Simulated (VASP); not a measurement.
**SnO2: single point with LDA**

SnO2:

```
Sn O
1.0
     4.72127    0.00000    0.00000
     0.00000    4.72425    0.00000
     0.00000    0.00000    3.19002
Sn O
2 4
Direct
  0.50000 0.50000 0.50000
  0.00000 0.00000 0.00000
  0.27562 0.33652 0.00000
  0.77562 0.16348 0.50000
  0.22438 0.83652 0.50000
  0.72438 0.66348 0.00000
```

This cell differs from its parent crystal: mode 4 (103.1 1/cm) frozen in, largest displacement -0.200 Å.

| Property | Result |
| --- | --- |
| Program | VASP 6.6.1 |
| Task | single point |
| Functional | LDA |
| Potentials or basis | VASP PAW LDA potentials, release 64 (Sn_d, O) |
| Cutoff | 520 eV |
| k mesh | 6 × 6 × 8 |
| Occupations | gaussian, width 0.05 eV |
| Spin | no spin polarisation |

* Pressure: -1.0 GPa
* Largest force: 0.207 eV/Å
* Band gap on the k mesh: 1.41 eV, indirect (least direct gap 1.44 eV)

Forces on the atoms (eV/Å):
```
Sn   0.000  0.000  0.000
Sn   0.000  0.000  0.000
O    0.194 -0.072  0.000
O    0.194  0.072  0.000
O   -0.194 -0.072  0.000
O   -0.194  0.072  0.000
```

Stress tensor (GPa, compression positive):
```
-2.15  0.00  0.00
 0.00 -0.08  0.00
 0.00  0.00 -0.84
```

Levels at points of the mesh, in eV from the valence-band top:
```
           k point  band 24  band 25  band 26  band 27  band 28  band 29
(0.00, 0.00, 0.00)    -0.57    -0.43    -0.03     1.41     6.03     6.27
(0.50, 0.00, 0.00)    -0.99    -0.20    -0.20     4.24     4.24     6.54
(0.00, 0.50, 0.00)    -0.99    -0.53    -0.53     4.60     4.60     7.52
(0.50, 0.50, 0.00)    -1.14    -0.60    -0.60     4.90     4.90     7.39
(0.00, 0.00, 0.50)    -1.53    -0.88    -0.88     6.09     6.09     9.60
(0.50, 0.00, 0.50)    -0.74    -0.70    -0.70     6.45     6.45     8.19
(0.00, 0.50, 0.50)    -1.10    -0.38    -0.38     6.25     6.25     7.76
(0.50, 0.50, 0.50)    -0.81    -0.52    -0.52     4.83     4.83     8.88
```

Wall time 54 s on 1 thread of Intel(R) Xeon(R) 6975P-C (Granite Rapids), on a shared host, peak memory 0.25 GiB.

Caveat: the cell differs from its parent crystal (mode 4 (103.1 1/cm) frozen in, largest displacement -0.200 Å); spin-orbit coupling is left out, which moves the levels of the heavy elements. A k mesh can miss the band edges.
